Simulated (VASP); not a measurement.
# SiC (rocksalt type) (Fm-3m) in VASP: notebook

SiC (rocksalt type) is run at these levels: PBE; tasks: single point.

Program: VASP 6.6.1. These are calculated values, not measurements. Logs are shortened: lines on timing, memory, paths and dates and some standing lists are left out, and cuts for length are marked.

### Step 1. The cell of the first run

It takes space group Fm-3m (No. 225, cubic). Conventional cell: a = 3.323 Å, b = 3.323 Å, c = 3.323 Å, α = 90.00°, β = 90.00°, γ = 90.00°. Si (site symmetry m-3m) has 6 C at 1.66 Å within 2.2 Å. Within 2.2 Å of C (site symmetry m-3m) lie 6 Si at 1.66 Å.

### Step 2. Single point, PBE (volume scaled by 0.55)

INCAR

```
SYSTEM = SiC
ALGO = Normal ; EDIFF = 1E-6
ENCUT = 520 ; GGA = PE
ISIF = 2 ; ISMEAR = -1
LASPH = .True. ; LCHARG = .False.
LREAL = .False. ; LWAVE = .False.
NBANDS = 11 ; NELM = 100
PREC = Accurate ; SIGMA = 0.05
```

KPOINTS

```
k-points
0
Gamma
  17 17 17
  0 0 0
```

POSCAR

```
SiC
1.0
    0.0000000000      1.6616400994      1.6616400994
    1.6616400994      0.0000000000      1.6616400994
    1.6616400994      1.6616400994      0.0000000000
Si C
1 1
Direct
    0.0000000000      0.0000000000      0.0000000000
    0.5000000000      0.5000000000      0.5000000000
```

Potentials or basis: VASP PAW PBE potentials, release 64 (Si, C).

Launch:

```sh
cat potpaw_PBE.64/Si/POTCAR potpaw_PBE.64/C/POTCAR > POTCAR
mpirun -np 1 vasp_std > vasp.out
```

OUTCAR:

```text
SYSTEM = SiC
   EDIFF = 1E-6
   ENCUT = 520
   GGA = PE
   ISIF = 2
   ISMEAR = -1
   LASPH = .True.
   LREAL = .False.
   NELM = 100
   PREC = Accurate

 ion  position               nearest neighbor table
   1  0.000  0.000  0.000-   2 1.66   2 1.66   2 1.66   2 1.66   2 1.66   2 1.66
   2  0.500  0.500  0.500-   1 1.66   1 1.66   1 1.66   1 1.66   1 1.66   1 1.66

  LATTYP: Found a face centered cubic cell.
 ALAT       =     3.3232801988

  Lattice vectors:

 A1 = (   0.0000000000,   1.6616400994,   1.6616400994)
 A2 = (   1.6616400994,   0.0000000000,   1.6616400994)
 A3 = (   1.6616400994,   1.6616400994,   0.0000000000)

Analysis of symmetry for initial positions (statically):
=====================================================================
 Subroutine PRICEL returns:
 Original cell was already a primitive cell.

 Routine SETGRP: Setting up the symmetry group for a
 face centered cubic supercell.

 Subroutine GETGRP returns: Found 48 space group operations
 (whereof 48 operations were pure point group operations)
 out of a pool of 48 trial point group operations.

The static configuration has the point symmetry O_h .

Analysis of symmetry for dynamics (positions and initial velocities):
=====================================================================
 Subroutine PRICEL returns:
 Original cell was already a primitive cell.

 Routine SETGRP: Setting up the symmetry group for a
 face centered cubic supercell.

 Subroutine GETGRP returns: Found 48 space group operations
 (whereof 48 operations were pure point group operations)
 out of a pool of 48 trial point group operations.

The dynamic configuration has the point symmetry O_h .

 Subroutine INISYM returns: Found 48 space group operations
 (whereof 48 operations are pure point group operations),
 and found     1 'primitive' translations

----------------------------------------------------------------------------------------

                                     Primitive cell

  volume of cell :       9.1757

  direct lattice vectors                    reciprocal lattice vectors
     0.000000000  1.661640099  1.661640099    -0.300907519  0.300907519  0.300907519
     1.661640099  0.000000000  1.661640099     0.300907519 -0.300907519  0.300907519
     1.661640099  1.661640099  0.000000000     0.300907519  0.300907519 -0.300907519

  length of vectors
     2.349913964  2.349913964  2.349913964     0.521187112  0.521187112  0.521187112

  position of ions in fractional coordinates (direct lattice)
     0.000000000  0.000000000  0.000000000
[... 81 lines left out ...]
   NSW    =      0    number of steps for IOM
   IBRION =     -1    ionic relax: 0-MD 1-quasi-New 2-CG
   NFREE  =      0    steps in history (QN), initial steepest desc. (CG)
   ISIF   =      2    stress and relaxation
   ISYM   =      2    0-nonsym 1-usesym 2-fastsym
   POTIM  = 0.5000    time-step for ionic-motion
   TEBEG  =    0.0;   TEEND  =   0.0 temperature during run
   PSTRESS=    0.0 pullay stress
   NELECT =       8.0000    total number of electrons
   NUPDOWN=      -1.0000    fix difference up-down
   EMIN   =  10.00;   EMAX   =-10.00  energy-range for DOS
   EFERMI =   0.00;   METHOD = LEGACY
   ISMEAR =    -1;   SIGMA  =   0.05  broadening in eV -4-tet -1-fermi 0-gaus
   EFERMI_NEDOS =   21; number of points for ismear=-14 and -15
   IALGO  =     38    algorithm
   IMIX   =      4    mixing-type and parameters
     AMIX     =   0.40;   BMIX     =  1.00
     AMIX_MAG =   1.60;   BMIX_MAG =  1.00
  volume/ion in A,a.u.               =       4.59        30.96
  Fermi-wavevector in a.u.,A,eV,Ry     =   1.563956  2.955448 33.279284  2.445958
  Thomas-Fermi vector in A             =   2.666651
   LORBIT       =      0    0 simple, 1 ext, 2 COOP (PROOUT), +10 PAW based schemes
   GGA     = PE    functional components
   LHFCALC =     F    Hartree Fock is set to
   AEXX    =    0.0000 exact exchange contribution
   IVDW    =     0    specifies the selected vdW correction
   LEPSILON=     F    determine dielectric tensor
   LRPA    =     F    only Hartree local field effects (RPA)
 non-spin polarized calculation
  energy-cutoff  :      520.00
  volume of cell :        9.18
 maximum number of plane-waves:       263
 NGX is ok and might be reduce to    18
   NGX =  9   NGY =  9   NGZ =  9

 number of electron       8.0000001 magnetization

 Free energy of the ion-electron system (eV)
  ---------------------------------------------------
  ext. energy  EPLUGINS =         0.00000000
  ---------------------------------------------------
  free energy    TOTEN  =        -6.38992588 eV

  energy without entropy =       -6.38922867  energy(sigma->0) =       -6.38957728

 E-fermi :  23.5038     XC(G=0): -15.6007

 val. band max:       23.4798966964   @ k =   0.0588   0.0588   0.0000
 cond. band min:      23.5338493569   @ k =   0.4706   0.4118   0.0000
 fundamental gap:      0.0539526605
 Fermi energy:        23.5037661104

 k-point     1 :       0.0000    0.0000    0.0000
  band No.  band energies     occupation
      1      -2.8984      2.00000
      2      23.8013      0.00519
      3      23.8013      0.00519
      4      23.8014      0.00519
      5      32.6666      0.00000
      6      32.6666      0.00000
      7      32.6666      0.00000
      8      40.7544      0.00000
      9      40.8234      0.00000
     10      40.8234      0.00000
     11      45.1222      0.00000
[... 309 lines left out ...]
 k-point    24 :      -0.1176    0.0588    0.0000
  band No.  band energies     occupation
      1      -2.1248      2.00000
      2      20.4472      2.00000
      3      21.8759      2.00000
      4      23.3068      1.96179
      5      32.3301      0.00000
      6      33.6170      0.00000
      7      35.0807      0.00000
      8      37.8004      0.00000
      9      39.6655      0.00000
     10      44.8633      0.00000
     11      45.9834      0.00000

 [... further k-points ...]
[... 5 lines left out ...]
  --------------------------------------------------------------------------------------
  -------------------------------------------------------------------------------------
  Total       28.6103593     28.6103593     28.6103593      0.0000000      0.0000000     -0.0000000
  in kB     4995.6615229   4995.6615229   4995.6615229      0.0000000      0.0000000     -0.0000000
  external PRESSURE =    4995.6615229 kB  Pullay stress =       0.0000000 kB

 VOLUME and BASIS-vectors are now :
 -----------------------------------------------------------------------------
  energy-cutoff  :      520.00
  volume of cell :        9.18
      direct lattice vectors                 reciprocal lattice vectors
     0.000000000  1.661640099  1.661640099    -0.300907519  0.300907519  0.300907519
     1.661640099  0.000000000  1.661640099     0.300907519 -0.300907519  0.300907519
     1.661640099  1.661640099  0.000000000     0.300907519  0.300907519 -0.300907519

 POSITION                                       TOTAL-FORCE (eV/Angst)
 -----------------------------------------------------------------------------------
      0.00000      0.00000      0.00000        -0.000000     -0.000000      0.000000
      1.66164      1.66164      1.66164         0.000000      0.000000     -0.000000
 -----------------------------------------------------------------------------------
    total drift:                               -0.000000     -0.000000     -0.000000

  FREE ENERGIE OF THE ION-ELECTRON SYSTEM (eV)
  ---------------------------------------------------
  free  energy   TOTEN  =        -6.3899258830 eV

  energy  without entropy=       -6.3892286722  energy(sigma->0) =       -6.38957728
```

It took 12 s on 1 thread of Intel Xeon Platinum 8259CL at 2.50GHz (Skylake/Cascade Lake), shared host; peak memory 0.12 GiB.

Results:

```yaml
Free_energy: -6.3899 eV
Pressure: 499.6 GPa
Band_gap_on_the_k_mesh: zero (band 4 reaches 23.80 eV, above the bottom of band 5 at 22.74 eV)
```

Levels at points of the mesh, in eV from the Fermi level:
| k point | band 1 | band 2 | band 3 | band 4 | band 5 | band 6 | band 7 | band 8 | band 9 |
| --- | --- | --- | --- | --- | --- | --- | --- | --- | --- |
| (0.00, 0.00, 0.00) | -26.40 | 0.30 | 0.30 | 0.30 | 9.16 | 9.16 | 9.16 | 17.25 | 17.32 |

(Continued in part 2 of 2.)
